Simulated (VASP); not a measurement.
A run of VASP 6.6.1 is set up as follows.

INCAR

```
PREC = Accurate
ENCUT = 520
EDIFF = 1E-6
ISMEAR = 0
SIGMA = 0.1
LREAL = Auto
LASPH = True
NELM = 100
ALGO = Fast
ISIF = 2
LWAVE = False
LCHARG = True
GGA = PE
LELF = True
LVHAR = True
NBANDS = 88
ISYM = 0
```

Contents of KPOINTS:

```
Automatic mesh
0
Gamma
  3 3 3
```

Contents of POSCAR:

```
Os11RuPt3Rh
1.0
   -3.8553178935      3.8757047230     -3.8617352553
    3.8564905629      3.8768772842      3.8617351471
    3.8617500010     -3.8757046148     -3.8681672546
Ru Rh Os Pt
1 1 11 3
Direct
    0.7438408882      0.7460995273      0.4977866046
    0.2522184438      0.0027110337      0.7546214625
    0.5009831758      1.0021619866      0.4980287511
    0.7482061075      0.4984326237      0.7465868830
    0.2509057795      0.2529190389      0.4977321515
   -0.0053047082      0.4944715737      0.4983299866
    0.7477301026      0.0027297772      0.2498859808
    0.4998336155      0.2513257927      0.2511337158
    1.0032050186      0.0022416746      0.0058376267
    0.2515074685      0.4985327064      0.2499810413
    0.7494712063      0.2529375546      0.0045366062
    0.5008849660      0.5003144144      0.0044363115
    0.2509397754      0.7545652936      1.0044308727
    0.9992281235      0.2514327530      0.7519693128
    0.5008733790      0.7503777655      0.7514315430
    0.9990991732      0.7500125658      0.2508480102
```

Potentials or basis: VASP PAW PBE potentials, release 64 (Ru_pv, Rh_pv, Os, Pt).

The run is started by

```console
$ cat potpaw_PBE.64/Ru_pv/POTCAR potpaw_PBE.64/Rh_pv/POTCAR potpaw_PBE.64/Os/POTCAR potpaw_PBE.64/Pt/POTCAR > POTCAR
$ mpirun -np 1 vasp_std > vasp.out
```

What does it give for the band gap on the k mesh?

Zero (an odd number of electrons rules out a gap without spin polarisation).

Estimate the largest force.

0.031 eV/Å.

Forces in eV/Å, atoms in the order of the input:
```
Ru   0.000 -0.011 -0.010
Rh  -0.014 -0.003 -0.014
Os  -0.001  0.001 -0.011
Os  -0.004 -0.003  0.025
Os  -0.002 -0.001  0.010
Os  -0.008  0.024 -0.010
Os  -0.003  0.005  0.005
Os   0.012  0.001 -0.010
Os   0.002  0.017 -0.021
Os   0.013 -0.007  0.027
Os   0.006 -0.006 -0.001
Os  -0.007  0.006 -0.009
Os  -0.001 -0.016 -0.003
Pt  -0.003 -0.014  0.004
Pt   0.005  0.008  0.006
Pt   0.006  0.000  0.013
```

Caveat: the k points lie up to 0.38 Å⁻¹ apart, too coarse for converged energies and pressures of a metal; spin-orbit coupling is left out, which moves the levels of the heavy elements.
